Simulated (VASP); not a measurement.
# MnSb: single point with LDA+U

Crystal: MnSb.

```
Sb Mn
1.0
     4.15000    0.00000    0.00000
    -2.07500    3.59401    0.00000
     0.00000    0.00000    5.78000
Sb Mn
2 2
Direct
  0.66667 0.33333 0.75000
  0.33333 0.66667 0.25000
  0.00000 0.00000 0.50000
  0.00000 0.00000 0.00000
```

```
Program                : VASP 6.6.1
Task                   : single point
Functional             : LDA
Potentials or basis    : VASP PAW LDA potentials, release 64 (Sb, Mn_pv)
Cutoff                 : 520 eV
k mesh                 : 7 × 7 × 5
Occupations            : fermi-dirac, width 0.05 eV
Spin                   : collinear spin, ferromagnetic start
Starting moments       : [0.0, 0.0, 4.0, 4.0] μB
Hubbard terms          : Mn d U = 3.0 eV
Dipole correction      : no
Further INCAR settings : ALGO = Normal; EDIFF = 1e-06; NBANDS = 30
```

* Pressure: -2.0 GPa
* Net moment: 7.74 μB per cell
* Site moments: Sb -0.15; Mn +3.95 μB
* Valence electrons inside the program's atomic spheres: Sb 2.50; Mn 11.50

Stress tensor (GPa, compression positive):
```
-2.28  0.00  0.00
 0.00 -2.28  0.00
 0.00  0.00 -1.32
```

Levels at points of the mesh, in eV from the Fermi level:
Spin up:
| k point | band 19 | band 20 | band 21 | band 22 | band 23 | band 24 | band 25 | band 26 |
| --- | --- | --- | --- | --- | --- | --- | --- | --- |
| (0.00, 0.00, 0.00) | -2.10 | 0.30 | 0.30 | 1.64 | 1.64 | 2.47 | 2.76 | 3.87 |
Spin down:
```csv
k point,band 11,band 12,band 13,band 14,band 15,band 16,band 17,band 18
"(0.00, 0.00, 0.00)",-2.21,-0.33,0.45,0.45,0.57,0.57,0.94,0.94
```

Eigenvalues of the final occupation matrices:
```
    site  spin  trace               eigenvalues
site 3 d     1   4.46  0.87 0.87 0.90 0.91 0.91
site 3 d     2   0.55  0.04 0.04 0.11 0.18 0.18
site 4 d     1   4.46  0.87 0.87 0.90 0.91 0.91
site 4 d     2   0.55  0.04 0.04 0.11 0.18 0.18
```

It took 45 s on 1 thread of Intel(R) Xeon(R) 6975P-C (Granite Rapids), with other jobs on the host, peak memory 0.24 GiB.

Caveat: spin-orbit coupling is left out, which moves the levels of the heavy elements; the run started ferromagnetic, and an antiferromagnetic order may lie lower in energy; the U is typed as a test and isn't derived for this compound. The state reached can hang on the start; a lower one may exist.
